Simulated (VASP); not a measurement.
# P (Fd-3m) in VASP: a series of runs

The runs below take P through single point, with RPBE.

Program: VASP 6.6.1. These are calculated values, not measurements. Logs are shortened: lines on timing, memory, paths and dates and some standing lists are left out, and cuts for length are marked.

**1. The cell of the first run**

It takes space group Fd-3m (No. 227, cubic). Conventional cell: a = 5.541 Å, b = 5.541 Å, c = 5.541 Å, α = 90.00°, β = 90.00°, γ = 90.00°. Within 3.2 Å of P (site symmetry -43m) lie 4 P at 2.40 Å.

**2. Single point, RPBE**

Input file INCAR:

```
SYSTEM = P
PREC = Accurate
ENCUT = 520
EDIFF = 1E-7
ISMEAR = -1
SIGMA = 0.1
LREAL = .False.
LASPH = .True.
NELM = 60
ALGO = Normal
ISIF = 2
LWAVE = .False.
LCHARG = .False.
GGA = RP
NBANDS = 12
```

Input file KPOINTS:

```
regular mesh
0
Gamma
  11 11 11
  0 0 0
```

Input file POSCAR:

```
P
1.0
    0.0000000000      2.7705792786      2.7705792786
    2.7705792786      0.0000000000      2.7705792786
    2.7705792786      2.7705792786      0.0000000000
P
2
Direct
    0.1250000000      0.1250000000      0.1250000000
    0.8750000000      0.8750000000      0.8750000000
```

Potentials or basis: VASP PAW PBE potentials, release 64 (P).

On the command line:

```console
> cat potpaw_PBE.64/P/POTCAR > POTCAR
> mpirun -np 1 vasp_std > vasp.out
```

OUTCAR:

```text
SYSTEM = P
   PREC = Accurate
   ENCUT = 520
   EDIFF = 1E-7
   ISMEAR = -1
   LREAL = .False.
   LASPH = .True.
   NELM = 60
   ISIF = 2
   GGA = RP

 ion  position               nearest neighbor table
   1  0.125  0.125  0.125-   2 2.40   2 2.40   2 2.40   2 2.40
   2  0.875  0.875  0.875-   1 2.40   1 2.40   1 2.40   1 2.40

  LATTYP: Found a face centered cubic cell.
 ALAT       =     5.5411585572

  Lattice vectors:

 A1 = (   0.0000000000,   2.7705792786,   2.7705792786)
 A2 = (   2.7705792786,   0.0000000000,   2.7705792786)
 A3 = (   2.7705792786,   2.7705792786,   0.0000000000)

Analysis of symmetry for initial positions (statically):
=====================================================================
 Subroutine PRICEL returns:
 Original cell was already a primitive cell.

 Routine SETGRP: Setting up the symmetry group for a
 face centered cubic supercell.

 Subroutine GETGRP returns: Found 48 space group operations
 (whereof 12 operations were pure point group operations)
 out of a pool of 48 trial point group operations.

The static configuration has the point symmetry D_3d.
 The point group associated with its full space group is O_h .

Analysis of symmetry for dynamics (positions and initial velocities):
=====================================================================
 Subroutine PRICEL returns:
 Original cell was already a primitive cell.

 Routine SETGRP: Setting up the symmetry group for a
 face centered cubic supercell.

 Subroutine GETGRP returns: Found 48 space group operations
 (whereof 12 operations were pure point group operations)
 out of a pool of 48 trial point group operations.

The dynamic configuration has the point symmetry D_3d.
 The point group associated with its full space group is O_h .

 Subroutine INISYM returns: Found 48 space group operations
 (whereof 12 operations are pure point group operations),
 and found     1 'primitive' translations

----------------------------------------------------------------------------------------

                                     Primitive cell

  volume of cell :      42.5345

  direct lattice vectors                    reciprocal lattice vectors
     0.000000000  2.770579279  2.770579279    -0.180467675  0.180467675  0.180467675
     2.770579279  0.000000000  2.770579279     0.180467675 -0.180467675  0.180467675
     2.770579279  2.770579279  0.000000000     0.180467675  0.180467675 -0.180467675

  length of vectors
     3.918190791  3.918190791  3.918190791     0.312579182  0.312579182  0.312579182

  position of ions in fractional coordinates (direct lattice)
     0.125000000  0.125000000  0.125000000
     0.875000000  0.875000000  0.875000000

  ion indices of the primitive-cell ions
   primitive index   ion index
                 1           1
                 2           2

----------------------------------------------------------------------------------------

 KPOINTS: regular mesh

Automatic generation of k-mesh.
 Grid dimensions read from file:
 generate k-points for:   11   11   11

 Generating k-lattice:

  Cartesian coordinates                     Fractional coordinates (reciprocal lattice)
    -0.016406152  0.016406152  0.016406152     0.090909091  0.000000000  0.000000000
     0.016406152 -0.016406152  0.016406152     0.000000000  0.090909091  0.000000000
     0.016406152  0.016406152 -0.016406152     0.000000000  0.000000000  0.090909091

  Length of vectors
     0.028416289  0.028416289  0.028416289

  Shift w.r.t. Gamma in fractional coordinates (k-lattice)
     0.000000000  0.000000000  0.000000000

 Subroutine IBZKPT returns following result:
 ===========================================

 Found     56 irreducible k-points:

 Following reciprocal coordinates:
            Coordinates               Weight
  0.000000  0.000000  0.000000      1.000000
  0.090909  0.000000  0.000000      8.000000
  0.181818  0.000000  0.000000      8.000000
  0.272727  0.000000  0.000000      8.000000
  0.363636  0.000000  0.000000      8.000000
  0.454545  0.000000  0.000000      8.000000
[... 16 lines left out ...]
 -0.272727  0.181818  0.000000     24.000000
 -0.181818  0.181818  0.000000     12.000000
 [... further k-points ...]
   k-points           NKPTS =     56   k-points in BZ     NKDIM =     56   number of bands    NBANDS=     12
   number of dos      NEDOS =    301   number of ions     NIONS =      2
   total plane-waves  NPLWV =  27000
   dimension x,y,z NGX =    30 NGY =   30 NGZ =   30
   dimension x,y,z NGXF=    60 NGYF=   60 NGZF=   60
   ions per type =               2
   NGX,Y,Z   is equivalent  to a cutoff of  12.73, 12.73, 12.73 a.u.
   NGXF,Y,Z  is equivalent  to a cutoff of  25.46, 25.46, 25.46 a.u.
 SYSTEM =  P
   PREC   = accura    normal or accurate (medium, high low for compatibility)
   ISTART =      0    job   : 0-new  1-cont  2-samecut
   ICHARG =      2    charge: 1-file 2-atom 10-const
   ISPIN  =      1    spin polarized calculation?
   LNONCOLLINEAR =      F non collinear calculations
   LSORBIT =      F    spin-orbit coupling
   LASPH  =      T    aspherical Exc in radial PAW
   ENCUT  =  520.0 eV  38.22 Ry    6.18 a.u.   7.29  7.29  7.29*2*pi/ulx,y,z
   NELM   =     60;   NELMIN=  2; NELMDL= -5     # of ELM steps
   EDIFF  = 0.1E-06   stopping-criterion for ELM
   LREAL  =      F    real-space projection
   EDIFFG = 0.1E-05   stopping-criterion for IOM
   NSW    =      0    number of steps for IOM
   IBRION =     -1    ionic relax: 0-MD 1-quasi-New 2-CG
   NFREE  =      0    steps in history (QN), initial steepest desc. (CG)
   ISIF   =      2    stress and relaxation
   ISYM   =      2    0-nonsym 1-usesym 2-fastsym
   POTIM  = 0.5000    time-step for ionic-motion
   TEBEG  =    0.0;   TEEND  =   0.0 temperature during run
   PSTRESS=    0.0 pullay stress
   NELECT =      10.0000    total number of electrons
   NUPDOWN=      -1.0000    fix difference up-down
   EMIN   =  10.00;   EMAX   =-10.00  energy-range for DOS
   EFERMI =   0.00;   METHOD = LEGACY
   ISMEAR =    -1;   SIGMA  =   0.10  broadening in eV -4-tet -1-fermi 0-gaus
   EFERMI_NEDOS =   21; number of points for ismear=-14 and -15
   IALGO  =     38    algorithm
   IMIX   =      4    mixing-type and parameters
     AMIX     =   0.40;   BMIX     =  1.00
     AMIX_MAG =   1.60;   BMIX_MAG =  1.00
  volume/ion in A,a.u.               =      21.27       143.52
  Fermi-wavevector in a.u.,A,eV,Ry     =   1.010402  1.909383 13.890357  1.020912
  Thomas-Fermi vector in A             =   2.143389
   LORBIT       =      0    0 simple, 1 ext, 2 COOP (PROOUT), +10 PAW based schemes
   GGA     = RP    functional components
   LHFCALC =     F    Hartree Fock is set to
   AEXX    =    0.0000 exact exchange contribution
   IVDW    =     0    specifies the selected vdW correction
   LEPSILON=     F    determine dielectric tensor
   LRPA    =     F    only Hartree local field effects (RPA)
 non-spin polarized calculation
  energy-cutoff  :      520.00
  volume of cell :       42.53
 maximum number of plane-waves:      1167
 NGX is ok and might be reduce to    30
   NGX = 15   NGY = 15   NGZ = 15

 number of electron      10.0000000 magnetization

 Free energy of the ion-electron system (eV)
  ---------------------------------------------------
  ext. energy  EPLUGINS =         0.00000000
  ---------------------------------------------------
  free energy    TOTEN  =        -8.99640735 eV

  energy without entropy =       -8.96227800  energy(sigma->0) =       -8.97934268

 E-fermi :   5.6257     XC(G=0):  -9.2812

 val. band max:        5.5595007939   @ k =   0.0909   0.0909   0.0000
 cond. band min:       5.6352775794   @ k =   0.1818   0.0909   0.0000
 fundamental gap:      0.0757767855
 Fermi energy:         5.6257129052

 k-point     1 :       0.0000    0.0000    0.0000
  band No.  band energies     occupation
      1      -9.0701      2.00000
      2       1.9979      2.00000
      3       2.6903      2.00000
      4       2.6903      2.00000
      5       2.6903      2.00000
      6       5.7759      0.36427
      7       5.7759      0.36427
      8       5.7759      0.36427
      9      11.7713      0.00000
     10      12.4750      0.00000
     11      12.4750      0.00000
     12      15.8600      0.00000

 k-point     2 :       0.0909    0.0000    0.0000
  band No.  band energies     occupation
      1      -8.9791      2.00000
      2       0.8528      2.00000
      3       2.5699      2.00000
      4       2.5699      2.00000
      5       3.4634      2.00000
      6       5.9607      0.06781
      7       5.9607      0.06781
      8       6.0457      0.02955
      9      12.1286      0.00000
     10      12.2432      0.00000
     11      12.2432      0.00000
     12      15.5802      0.00000

 k-point     3 :       0.1818    0.0000    0.0000
  band No.  band energies     occupation
      1      -8.7120      2.00000
      2      -0.6208      2.00000
      3       2.3009      2.00000
      4       2.3009      2.00000
      5       3.7515      2.00000
      6       6.3751      0.00111
      7       6.3751      0.00111
      8       7.0329      0.00000
      9      11.9460      0.00000
     10      11.9460      0.00000
     11      12.8977      0.00000
     12      15.2669      0.00000

 k-point     4 :       0.2727    0.0000    0.0000
  band No.  band energies     occupation
      1      -8.2910      2.00000
      2      -2.0147      2.00000
      3       2.0221      2.00000
      4       2.0221      2.00000
      5       3.6125      2.00000
      6       6.7607      0.00002
      7       6.7607      0.00002
      8       8.4679      0.00000
      9      12.0561      0.00000
     10      12.0561      0.00000
     11      13.1922      0.00000
     12      15.8254      0.00000

 k-point     5 :       0.3636    0.0000    0.0000
  band No.  band energies     occupation
      1      -7.7786      2.00000
      2      -3.2008      2.00000
      3       1.8108      2.00000
      4       1.8108      2.00000
      5       3.4194      2.00000
      6       6.9649      0.00000
      7       6.9649      0.00000
      8       9.9708      0.00000
      9      12.7585      0.00000
     10      12.7585      0.00000
     11      13.0922      0.00000
     12      16.0275      0.00000
[... 228 lines left out ...]
      1      -6.9584      2.00000
      2      -4.2422      2.00000
      3       0.2035      2.00000
      4       1.2930      2.00000
      5       4.8084      1.99944
      6       7.1652      0.00000
      7       8.0295      0.00000
      8       9.8988      0.00000
      9      12.0069      0.00000
     10      13.5721      0.00000
     11      14.9175      0.00000
     12      15.7395      0.00000

 k-point    22 :      -0.3636    0.1818    0.0000
  band No.  band energies     occupation
      1      -7.1518      2.00000
      2      -3.9547      2.00000
      3       0.1326      2.00000
      4       1.4975      2.00000
      5       4.8268      1.99932
      6       7.3557      0.00000
      7       7.7465      0.00000
      8       9.8546      0.00000
      9      12.0443      0.00000
     10      12.2276      0.00000
     11      15.3209      0.00000
     12      16.0287      0.00000

 k-point    23 :      -0.2727    0.1818    0.0000
  band No.  band energies     occupation
      1      -7.6499      2.00000
      2      -3.1248      2.00000
      3       0.2957      2.00000
      4       1.7903      2.00000
      5       4.8765      1.99889
      6       7.3292      0.00000
      7       7.3920      0.00000
      8       8.7381      0.00000
      9      11.3855      0.00000
     10      13.2677      0.00000
     11      14.3115      0.00000
     12      16.3920      0.00000

 k-point    24 :      -0.1818    0.1818    0.0000
  band No.  band energies     occupation
      1      -8.1406      2.00000
      2      -2.1472      2.00000
      3       0.7515      2.00000
      4       2.1044      2.00000
      5       4.7775      1.99959
      6       6.8106      0.00001
      7       6.9536      0.00000
      8       8.1602      0.00000
      9      11.1361      0.00000
     10      13.1253      0.00000
     11      13.8560      0.00000
     12      16.3230      0.00000

 [... further k-points ...]
[... 5 lines left out ...]
  --------------------------------------------------------------------------------------
  -------------------------------------------------------------------------------------
  Total       -0.0618683     -0.0618683     -0.0618683      0.0000000      0.0000000      0.0000000
  in kB       -2.3304366     -2.3304366     -2.3304366      0.0000000      0.0000000      0.0000000
  external PRESSURE =      -2.3304366 kB  Pullay stress =       0.0000000 kB

 VOLUME and BASIS-vectors are now :
 -----------------------------------------------------------------------------
  energy-cutoff  :      520.00
  volume of cell :       42.53
      direct lattice vectors                 reciprocal lattice vectors
     0.000000000  2.770579279  2.770579279    -0.180467675  0.180467675  0.180467675
     2.770579279  0.000000000  2.770579279     0.180467675 -0.180467675  0.180467675
     2.770579279  2.770579279  0.000000000     0.180467675  0.180467675 -0.180467675

 POSITION                                       TOTAL-FORCE (eV/Angst)
 -----------------------------------------------------------------------------------
      0.69264      0.69264      0.69264        -0.000000      0.000000     -0.000000
      4.84851      4.84851      4.84851         0.000000     -0.000000      0.000000
 -----------------------------------------------------------------------------------
    total drift:                               -0.000000      0.000000      0.000000

  FREE ENERGIE OF THE ION-ELECTRON SYSTEM (eV)
  ---------------------------------------------------
  free  energy   TOTEN  =        -8.9964073533 eV

  energy  without entropy=       -8.9622779987  energy(sigma->0) =       -8.97934268
```

It took 52 s on 1 thread of Intel Xeon 6975P-C, shared host; peak memory 0.17 GiB.

Results:

```
Free energy            : -8.9964 eV
Pressure               : -0.2 GPa
Band gap on the k mesh : zero (band 5 reaches 6.43 eV, above the bottom of band 6 at 4.82 eV)
```

Caveat: the PAW data sets were made with another functional, which shifts forces and pressure a little.

**3. Single point, RPBE (volume scaled by 1.04)**

Input file INCAR:

```
ALGO = Normal
EDIFF = 1E-6
ENCUT = 520
GGA = RP
ISIF = 2
ISMEAR = -1
LASPH = T
LCHARG = F
LREAL = F
LWAVE = F
NBANDS = 12
NELM = 80
PREC = Accurate
SIGMA = 0.1
```

Input file KPOINTS:

```
k-points
0
Gamma
  11 11 11
```

Input file POSCAR:

```
P
1.0
    0.0000000000      2.8070384501      2.8070384501
    2.8070384501      0.0000000000      2.8070384501
    2.8070384501      2.8070384501      0.0000000000
P
2
Direct
    0.1250000000      0.1250000000      0.1250000000
    0.8750000000      0.8750000000      0.8750000000
```

Potentials or basis: VASP PAW PBE potentials, release 64 (P).

On the command line:

```console
> cat potpaw_PBE.64/P/POTCAR > POTCAR
> mpirun -np 1 vasp_std > vasp.out
```

Wall time 53 s (1 thread of Intel Xeon 6975P-C, shared host); peak memory 0.17 GiB.

The run converged. Its results:

```
Free energy            : -8.9862 eV
Pressure               : -1.7 GPa
Band gap on the k mesh : zero (band 5 reaches 5.97 eV, above the bottom of band 6 at 4.49 eV)
```

Levels at points of the mesh, in eV from the Fermi level:
```
           k point  band 1  band 2  band 3  band 4  band 5  band 6  band 7  band 8  band 9  band 10
(0.00, 0.00, 0.00)  -14.37   -3.91   -2.81   -2.81   -2.81    0.21    0.21    0.21    6.11     6.92
```

Caveat: the PAW data sets were made with another functional, which shifts forces and pressure a little.

**4. Single point, RPBE (volume scaled by 1.08)**

Input file INCAR:

```
SYSTEM = P
PREC = Accurate
ENCUT = 520
EDIFF = 1E-7
ISMEAR = -1
SIGMA = 0.1
LREAL = .FALSE.
LASPH = .TRUE.
NELM = 60
ALGO = Normal
ISIF = 2
LWAVE = .FALSE.
LCHARG = .FALSE.
GGA = RP
NBANDS = 12
```

Input file KPOINTS:

```
regular mesh
0
G
  11 11 11
  0 0 0
```

Input file POSCAR:

```
P
1.0
    0.0000000000      2.8425743548      2.8425743548
    2.8425743548      0.0000000000      2.8425743548
    2.8425743548      2.8425743548      0.0000000000
P
2
Direct
    0.1250000000      0.1250000000      0.1250000000
    0.8750000000      0.8750000000      0.8750000000
```

On the command line:

```console
> cat potpaw_PBE.64/P/POTCAR > POTCAR
> mpirun -np 1 vasp_std > vasp.out
```

It took 59 s on 1 thread of Intel Xeon 6975P-C, shared host; peak memory 0.17 GiB.

Results (log left out):

* Free energy: -8.9614 eV
* Pressure: -3.0 GPa
* Band gap on the k mesh: zero (band 5 reaches 5.54 eV, above the bottom of band 6 at 4.17 eV)

Levels at points of the mesh, in eV from the Fermi level:
| k point | band 1 | band 2 | band 3 | band 4 | band 5 | band 6 | band 7 | band 8 | band 9 | band 10 |
| --- | --- | --- | --- | --- | --- | --- | --- | --- | --- | --- |
| (0.00, 0.00, 0.00) | -14.06 | -4.16 | -2.70 | -2.70 | -2.70 | 0.27 | 0.27 | 0.27 | 6.07 | 6.98 |

Caveat: the PAW data sets were made with another functional, which shifts forces and pressure a little.

(Continued in part 2 of 2.)
